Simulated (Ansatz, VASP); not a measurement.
**MnS in VASP and in Ansatz**

Contents of POSCAR:

```
MnS
1.0
    0.0000000000      2.6045000000      2.6045000000
    2.6045000000      0.0000000000      2.6045000000
    2.6045000000      2.6045000000      0.0000000000
Mn S
1 1
Direct
    0.0000000000      0.0000000000      0.0000000000
    0.5000000000      0.5000000000      0.5000000000
```

INCAR.step1

```
  PREC = Accurate
  ENCUT = 520
  ISMEAR = -1
  SIGMA = 0.05
  LREAL = False
  LASPH = True
  NELM = 150
  ISPIN = 2
  MAGMOM = 4 0
  LMAXMIX = 4
  NBANDS = 20
  GGA = PE
  ALGO = Normal
  EDIFF = 1E-4
  LWAVE = True
  LCHARG = False
```

The input INCAR.step2:

```
  PREC = Accurate
  ENCUT = 520
  EDIFF = 1E-7
  ISMEAR = -1
  SIGMA = 0.05
  LREAL = False
  LASPH = True
  NELM = 150
  ALGO = Normal
  ISIF = 2
  LWAVE = False
  LCHARG = False
  ISPIN = 2
  MAGMOM = 4 0
  LORBIT = 11
  LMAXMIX = 4
  METAGGA = R2SCAN
  LMIXTAU = True
  NBANDS = 20
  ISTART = 1
```

The input KPOINTS:

```
Automatic mesh
0
Gamma
  7 7 7
```

The input input.yaml:

```yaml
crystal:
  lattice:
    - [0.0, 2.6045, 2.6045]
    - [2.6045, 0.0, 2.6045]
    - [2.6045, 2.6045, 0.0]
  atoms:
    - { symbol: Mn, position: [0.0, 0.0, 0.0], spin: 4.0 }
    - { symbol: S, position: [0.5, 0.5, 0.5] }
hamiltonian:
  xc: r2scan
  pseudopotentials: { kind: paw }
magnetization:
  spin_polarized: true
kpoints:
  mp_grid: { grid: [7, 7, 7] }
  band_path:
    path:
      - [[0.0, 0.0, 0.0], [0.5, 0.0, 0.5], [0.5, 0.25, 0.75], [0.375, 0.375, 0.75], [0.0, 0.0, 0.0], [0.5, 0.5, 0.5], [0.625, 0.25, 0.625], [0.5, 0.25, 0.75], [0.5, 0.5, 0.5], [0.375, 0.375, 0.75]]
      - [[0.625, 0.25, 0.625], [0.5, 0.0, 0.5]]
    npoints: 14
scf:
  occupations: { method: fermi_dirac, width: 0.05 }
  n_extra_bands: 6
output:
  forces: true
  stress: true
  eigenvalues: true
  fatbands: false
  write_density: true
  write_potential: true
  elf: true
  volumetric_format: npy
```

Alike in both runs: functional r2SCAN; k mesh 7 × 7 × 7; occupations fermi-dirac, width 0.05 eV; collinear spin.

```csv
,VASP,Ansatz
version,VASP 6.6.1,Ansatz 0.2.0
potentials or method,"VASP PAW PBE potentials, release 64 (Mn_pv, S)",Ansatz PAW
plane-wave cutoff (eV),520,500
valence electrons in the cell,19,21
task,single point,band structure
```

```tsv
	VASP	Ansatz	Ansatz less VASP
gap on the k mesh at the Fermi level (eV)	none	none	-
pressure (GPa)	0.3	0.3	+0.03
net moment per atom (μB)	2.48	2.48	0.000
size of the moment on the site where the two differ most (μB)	4.49	4.44	-0.046
```

VASP's potentials were made for PBE, not for r2SCAN. Site moments also hang on the region over which each program counts them. A gap of «none» marks a metal or a gap that the smearing closes. VASP's potentials hold 19 valence electrons a cell and Ansatz's 21, so a difference there can come from the potentials and not from the codes.

Noted on Ansatz's run: the magnetic or orbital state may not be the lowest.
